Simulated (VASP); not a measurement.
# Al (Fm-3m) in VASP: a series of runs

The runs below take Al through single point, relaxation of cell and atoms, with r2SCAN.

Everything below comes from runs of VASP 6.6.1. Logs are shortened: lines on timing, memory, paths and dates and some standing lists are left out, and cuts for length are marked.

## Step 1: The cell of the first run

The structure is cubic, space group Fm-3m (No. 225). Conventional cell: a = 3.991 Å, b = 3.991 Å, c = 3.991 Å, α = 90.00°, β = 90.00°, γ = 90.00°. Al (site symmetry m-3m) has 12 Al at 2.82 Å within 3.7 Å.

## Step 2: Single point, r2SCAN

POSCAR

```
Al
1.0
    0.0000000000      1.9956104528      1.9956104528
    1.9956104528      0.0000000000      1.9956104528
    1.9956104528      1.9956104528      0.0000000000
Al
1
Direct
    0.5000000000      0.5000000000      0.5000000000
```

INCAR.step1

```
ALGO = Normal
EDIFF = 1E-4
ENCUT = 520
GGA = PE
ISMEAR = 0
LASPH = T
LCHARG = F
LREAL = F
LWAVE = T
NBANDS = 8
NELM = 80
PREC = Accurate
SIGMA = 0.1
```

INCAR.step2

```
ALGO = Normal
EDIFF = 1E-6
ENCUT = 520
ISIF = 2
ISMEAR = 0
ISTART = 1
LASPH = T
LCHARG = T
LELF = T
LMIXTAU = T
LREAL = F
LVHAR = T
LWAVE = F
METAGGA = R2SCAN
NBANDS = 8
NELM = 80
PREC = Accurate
SIGMA = 0.1
```

KPOINTS

```
k-points
0
Gamma
  24 24 24
```

Potentials or basis: VASP PAW PBE potentials, release 64 (Al).

The run is started by

```sh
> cat potpaw_PBE.64/Al/POTCAR > POTCAR
> cp INCAR.step1 INCAR
> mpirun -np 1 vasp_std > vasp.out
> cp INCAR.step2 INCAR
> mpirun -np 1 vasp_std > vasp.out
```

OUTCAR:

```text
EDIFF = 1E-6
   ENCUT = 520
   ISIF = 2
   ISMEAR = 0
   ISTART = 1
   LASPH = T
   LREAL = F
   METAGGA = R2SCAN
   NELM = 80
   PREC = Accurate

 ion  position               nearest neighbor table
   1  0.500  0.500  0.500-

  LATTYP: Found a face centered cubic cell.
 ALAT       =     3.9912209056

  Lattice vectors:

 A1 = (   0.0000000000,   1.9956104528,   1.9956104528)
 A2 = (   1.9956104528,   0.0000000000,   1.9956104528)
 A3 = (   1.9956104528,   1.9956104528,   0.0000000000)

Analysis of symmetry for initial positions (statically):
=====================================================================
 Subroutine PRICEL returns:
 Original cell was already a primitive cell.

 Routine SETGRP: Setting up the symmetry group for a
 face centered cubic supercell.

 Subroutine GETGRP returns: Found 48 space group operations
 (whereof 48 operations were pure point group operations)
 out of a pool of 48 trial point group operations.

The static configuration has the point symmetry O_h .

Analysis of symmetry for dynamics (positions and initial velocities):
=====================================================================
 Subroutine PRICEL returns:
 Original cell was already a primitive cell.

 Routine SETGRP: Setting up the symmetry group for a
 face centered cubic supercell.

 Subroutine GETGRP returns: Found 48 space group operations
 (whereof 48 operations were pure point group operations)
 out of a pool of 48 trial point group operations.

The dynamic configuration has the point symmetry O_h .

 Subroutine INISYM returns: Found 48 space group operations
 (whereof 48 operations are pure point group operations),
 and found     1 'primitive' translations

----------------------------------------------------------------------------------------

                                     Primitive cell

  volume of cell :      15.8949

  direct lattice vectors                    reciprocal lattice vectors
     0.000000000  1.995610453  1.995610453    -0.250549900  0.250549900  0.250549900
     1.995610453  0.000000000  1.995610453     0.250549900 -0.250549900  0.250549900
     1.995610453  1.995610453  0.000000000     0.250549900  0.250549900 -0.250549900

  length of vectors
     2.822219368  2.822219368  2.822219368     0.433965157  0.433965157  0.433965157

  position of ions in fractional coordinates (direct lattice)
     0.500000000  0.500000000  0.500000000

  ion indices of the primitive-cell ions
   primitive index   ion index
                 1           1

----------------------------------------------------------------------------------------

 KPOINTS: k-points

Automatic generation of k-mesh.
 Grid dimensions read from file:
 generate k-points for:   24   24   24

 Generating k-lattice:

  Cartesian coordinates                     Fractional coordinates (reciprocal lattice)
    -0.010439579  0.010439579  0.010439579     0.041666667  0.000000000  0.000000000
     0.010439579 -0.010439579  0.010439579     0.000000000  0.041666667  0.000000000
     0.010439579  0.010439579 -0.010439579     0.000000000  0.000000000  0.041666667

  Length of vectors
     0.018081882  0.018081882  0.018081882

  Shift w.r.t. Gamma in fractional coordinates (k-lattice)
     0.000000000  0.000000000  0.000000000

 Subroutine IBZKPT returns following result:
 ===========================================

 Found    413 irreducible k-points:

 Following reciprocal coordinates:
            Coordinates               Weight
  0.000000  0.000000  0.000000      1.000000
  0.041667  0.000000  0.000000      8.000000
  0.083333  0.000000  0.000000      8.000000
  0.125000  0.000000  0.000000      8.000000
  0.166667  0.000000  0.000000      8.000000
  0.208333  0.000000  0.000000      8.000000
[... 16 lines left out ...]
  0.416667  0.041667  0.000000     24.000000
  0.458333  0.041667  0.000000     24.000000
 [... further k-points ...]
   k-points           NKPTS =    413   k-points in BZ     NKDIM =    413   number of bands    NBANDS=      8
   number of dos      NEDOS =    301   number of ions     NIONS =      1
   total plane-waves  NPLWV =  13824
   dimension x,y,z NGX =    24 NGY =   24 NGZ =   24
   dimension x,y,z NGXF=    48 NGYF=   48 NGZF=   48
   ions per type =               1
   NGX,Y,Z   is equivalent  to a cutoff of  14.14, 14.14, 14.14 a.u.
   NGXF,Y,Z  is equivalent  to a cutoff of  28.27, 28.27, 28.27 a.u.
 SYSTEM =  unknown system
   PREC   = accura    normal or accurate (medium, high low for compatibility)
   ISTART =      1    job   : 0-new  1-cont  2-samecut
   ICHARG =      0    charge: 1-file 2-atom 10-const
   ISPIN  =      1    spin polarized calculation?
   LNONCOLLINEAR =      F non collinear calculations
   LSORBIT =      F    spin-orbit coupling
   LASPH  =      T    aspherical Exc in radial PAW
   ENCUT  =  520.0 eV  38.22 Ry    6.18 a.u.   5.25  5.25  5.25*2*pi/ulx,y,z
   NELM   =     80;   NELMIN=  2; NELMDL=  0     # of ELM steps
   EDIFF  = 0.1E-05   stopping-criterion for ELM
   LREAL  =      F    real-space projection
   EDIFFG = 0.1E-04   stopping-criterion for IOM
   NSW    =      0    number of steps for IOM
   IBRION =     -1    ionic relax: 0-MD 1-quasi-New 2-CG
   NFREE  =      0    steps in history (QN), initial steepest desc. (CG)
   ISIF   =      2    stress and relaxation
   ISYM   =      2    0-nonsym 1-usesym 2-fastsym
   POTIM  = 0.5000    time-step for ionic-motion
   TEBEG  =    0.0;   TEEND  =   0.0 temperature during run
   PSTRESS=    0.0 pullay stress
   NELECT =       3.0000    total number of electrons
   NUPDOWN=      -1.0000    fix difference up-down
   EMIN   =  10.00;   EMAX   =-10.00  energy-range for DOS
   EFERMI =   0.00;   METHOD = LEGACY
   ISMEAR =     0;   SIGMA  =   0.10  broadening in eV -4-tet -1-fermi 0-gaus
   EFERMI_NEDOS =   21; number of points for ismear=-14 and -15
   IALGO  =     38    algorithm
   IMIX   =      4    mixing-type and parameters
     AMIX     =   0.40;   BMIX     =  1.00
     AMIX_MAG =   1.60;   BMIX_MAG =  1.00
  volume/ion in A,a.u.               =      15.89       107.26
  Fermi-wavevector in a.u.,A,eV,Ry     =   0.939066  1.774578 11.998231  0.881845
  Thomas-Fermi vector in A             =   2.066341
   LORBIT       =      0    0 simple, 1 ext, 2 COOP (PROOUT), +10 PAW based schemes
   METAGGA = R2SCAN    functional components
   LHFCALC =     F    Hartree Fock is set to
   AEXX    =    0.0000 exact exchange contribution
   IVDW    =     0    specifies the selected vdW correction
   LEPSILON=     F    determine dielectric tensor
   LRPA    =     F    only Hartree local field effects (RPA)
 non-spin polarized calculation
 Gauss-broadening in eV      SIGMA  =   0.10
  energy-cutoff  :      520.00
  volume of cell :       15.89
 maximum number of plane-waves:       444
 NGX is ok and might be reduce to    24
   NGX = 11   NGY = 11   NGZ = 11

 number of electron       3.0000000 magnetization

 Free energy of the ion-electron system (eV)
  ---------------------------------------------------
  ext. energy  EPLUGINS =         0.00000000
  ---------------------------------------------------
  free energy    TOTEN  =        -6.73873386 eV

  energy without entropy =       -6.73710746  energy(sigma->0) =       -6.73792066

 E-fermi :   8.4402     XC(G=0): -11.0461

 val. band max:        8.4317875433   @ k =  -0.2500   0.2917   0.1250
 cond. band min:       8.4776403422   @ k =  -0.2917   0.1667   0.0417
 fundamental gap:      0.0458527990
 Fermi energy:         8.4402134544

 k-point     1 :       0.0000    0.0000    0.0000
  band No.  band energies     occupation
      1      -3.6945      2.00000
      2      21.9468      0.00000
      3      21.9468      0.00000
      4      21.9468      0.00000
      5      24.1544      0.00000
      6      24.1544      0.00000
      7      24.1544      0.00000
      8      26.0456      0.00000

 k-point     2 :       0.0417    0.0000    0.0000
  band No.  band energies     occupation
      1      -3.6431      2.00000
      2      20.9609      0.00000
      3      21.7925      0.00000
      4      21.7925      0.00000
      5      24.3912      0.00000
      6      24.3912      0.00000
      7      24.5235      0.00000
      8      26.6243      0.00000

 k-point     3 :       0.0833    0.0000    0.0000
  band No.  band energies     occupation
      1      -3.4890      2.00000
      2      19.2443      0.00000
      3      21.4569      0.00000
      4      21.4569      0.00000
      5      24.6401      0.00000
      6      24.9696      0.00000
      7      24.9696      0.00000
      8      28.1175      0.00000

 k-point     4 :       0.1250    0.0000    0.0000
  band No.  band energies     occupation
      1      -3.2325      2.00000
      2      17.4255      0.00000
      3      21.0935      0.00000
      4      21.0935      0.00000
      5      24.5317      0.00000
      6      25.7025      0.00000
      7      25.7025      0.00000
      8      27.4919      0.00000

 k-point     5 :       0.1667    0.0000    0.0000
  band No.  band energies     occupation
      1      -2.8743      2.00000
      2      15.6163      0.00000
      3      20.7679      0.00000
      4      20.7679      0.00000
      5      24.3647      0.00000
      6      26.0832      0.00000
      7      26.0832      0.00000
      8      27.0703      0.00000
[... 177 lines left out ...]
 k-point    22 :       0.3750    0.0417    0.0000
  band No.  band energies     occupation
      1       0.1585      2.00000
      2       8.0064      2.00000
      3      19.3018      0.00000
      4      20.5114      0.00000
      5      21.3862      0.00000
      6      23.5393      0.00000
      7      24.6993      0.00000
      8      27.2372      0.00000

 k-point    23 :       0.4167    0.0417    0.0000
  band No.  band energies     occupation
      1       1.0705      2.00000
      2       6.5879      2.00000
      3      19.4076      0.00000
      4      20.4196      0.00000
      5      20.9954      0.00000
      6      22.9549      0.00000
      7      24.8395      0.00000
      8      26.6257      0.00000

 k-point    24 :       0.4583    0.0417    0.0000
  band No.  band energies     occupation
      1       2.0698      2.00000
      2       5.2604      2.00000
      3      19.5979      0.00000
      4      20.0710      0.00000
      5      21.0318      0.00000
      6      22.4535      0.00000
      7      25.0466      0.00000
      8      26.1041      0.00000

 [... further k-points ...]

------------------------ aborting loop because EDIFF is reached ----------------------------------------

  FORCE on cell =-STRESS in cart. coord.  units (eV):
  Direction    XX          YY          ZZ          XY          YZ          ZX
  --------------------------------------------------------------------------------------
  -------------------------------------------------------------------------------------
  Total       -0.0320905     -0.0320905     -0.0320905     -0.0000000     -0.0000000     -0.0000000
  in kB       -3.2346709     -3.2346709     -3.2346709     -0.0000000     -0.0000000     -0.0000000
  external PRESSURE =      -3.2346709 kB  Pullay stress =       0.0000000 kB

 VOLUME and BASIS-vectors are now :
 -----------------------------------------------------------------------------
  energy-cutoff  :      520.00
  volume of cell :       15.89
      direct lattice vectors                 reciprocal lattice vectors
     0.000000000  1.995610453  1.995610453    -0.250549900  0.250549900  0.250549900
     1.995610453  0.000000000  1.995610453     0.250549900 -0.250549900  0.250549900
     1.995610453  1.995610453  0.000000000     0.250549900  0.250549900 -0.250549900

 POSITION                                       TOTAL-FORCE (eV/Angst)
 -----------------------------------------------------------------------------------
      1.99561      1.99561      1.99561         0.000000      0.000000      0.000000
 -----------------------------------------------------------------------------------
    total drift:                               -0.000000      0.000000      0.000000

  FREE ENERGIE OF THE ION-ELECTRON SYSTEM (eV)
  ---------------------------------------------------
  free  energy   TOTEN  =        -6.7387338569 eV

  energy  without entropy=       -6.7371074602  energy(sigma->0) =       -6.73792066
```

It took 2.8 min on 1 thread of Intel Xeon 8259CL, shared host; peak memory 0.17 GiB.

What came out:

| Item | Value |
| --- | --- |
| Free energy | -6.7387 eV |
| Pressure | -0.3 GPa |
| Band gap on the k mesh | zero (an odd number of electrons rules out a gap without spin polarisation) |

Levels at points of the mesh, in eV from the Fermi level:
| k point | band 1 | band 2 | band 3 | band 4 | band 5 | band 6 |
| --- | --- | --- | --- | --- | --- | --- |
| (0.00, 0.00, 0.00) | -12.13 | 13.51 | 13.51 | 13.51 | 15.71 | 15.71 |
| (0.50, 0.00, 0.00) | -5.18 | -4.61 | 12.23 | 12.23 | 12.71 | 12.71 |
| (0.50, 0.50, 0.00) | -3.28 | -1.70 | 5.44 | 6.16 | 6.16 | 10.27 |

Caveat: the PAW data sets were made with another functional, which shifts forces and pressure a little.

## Step 3: Relaxation of cell and atoms, r2SCAN

This run uses another cell than the first one, of 15.96 Å³/atom.

POSCAR

```
Al
1.0
    0.0000000000      1.9983900095      1.9983900095
    1.9983900095      0.0000000000      1.9983900095
    1.9983900095      1.9983900095      0.0000000000
Al
1
Direct
    0.5000000000      0.5000000000      0.5000000000
```

INCAR.step1

```
PREC = Accurate ; ENCUT = 600
ISMEAR = 0 ; SIGMA = 0.1
LREAL = False ; LASPH = True
NELM = 60 ; GGA = PE
ALGO = Normal ; EDIFF = 1E-4
LWAVE = True ; LCHARG = False
```

INCAR.step2

```
PREC = Accurate ; ENCUT = 600
EDIFF = 1E-6 ; ISMEAR = 0
SIGMA = 0.1 ; LREAL = False
LASPH = True ; NELM = 60
ALGO = Normal ; ISIF = 3
LWAVE = False ; LCHARG = False
METAGGA = R2SCAN ; LMIXTAU = True
IBRION = 2 ; NSW = 100
EDIFFG = -0.01 ; ISTART = 1
```

KPOINTS

```
regular mesh
0
Gamma
  24 24 24
```

Potentials or basis: VASP PAW PBE potentials, release 64 (Al).

The run is started by

```sh
> cat potpaw_PBE.64/Al/POTCAR > POTCAR
> cp INCAR.step1 INCAR
> mpirun -np 1 vasp_std > vasp.out
> cp INCAR.step2 INCAR
> mpirun -np 1 vasp_std > vasp.out
```

Run time: 4.5 min. Hardware: 1 thread of Intel Xeon 8259CL, shared host; peak memory 0.17 GiB.

Results (log left out):

```
Free energy                           : -6.7387 eV
Relaxed volume                        : 15.83 Å³/atom
Relaxed cell                          : a = 2.819 Å, b = 2.819 Å, c = 2.819 Å, α = 60.00°, β = 60.00°, γ = 60.00°
Space group after relaxing (to 0.1 Å) : Fm-3m (No. 225)
Energy gained by relaxing             : 0.3 meV/atom
Ionic steps                           : 3
Pressure after relaxing               : 0.0 GPa
Band gap on the k mesh                : zero (an odd number of electrons rules out a gap without spin polarisation)
```

Step by step:
| step | energy change (eV) | largest force (eV/Å) | pressure (GPa) | volume (Å³) |
| --- | --- | --- | --- | --- |
| 1 | 0.0000 | 0.0000 | -0.70 | 15.96 |
| 2 | -0.0003 | 0.0000 | 0.23 | 15.80 |
| 3 | -0.0003 | 0.0000 | 0.03 | 15.83 |

Final structure:
```yaml
crystal:
  lattice:
    - [0.00000, 1.99302, 1.99302]
    - [1.99302, 0.00000, 1.99302]
    - [1.99302, 1.99302, 0.00000]
  atoms:
    - { symbol: Al, position: [0.50000, 0.50000, 0.50000] }
```

Levels at points of the mesh, in eV from the Fermi level:
| k point | band 1 | band 2 | band 3 | band 4 |
| --- | --- | --- | --- | --- |
| (0.00, 0.00, 0.00) | -12.16 | 13.53 | 13.53 | 13.53 |
| (0.50, 0.00, 0.00) | -5.20 | -4.62 | 12.25 | 12.25 |
| (0.50, 0.50, 0.00) | -3.29 | -1.70 | 5.44 | 6.18 |

Caveat: the PAW data sets were made with another functional, which shifts forces and pressure a little.

The gap in the log of VASP goes by the Fermi energy; the results here count the filled bands.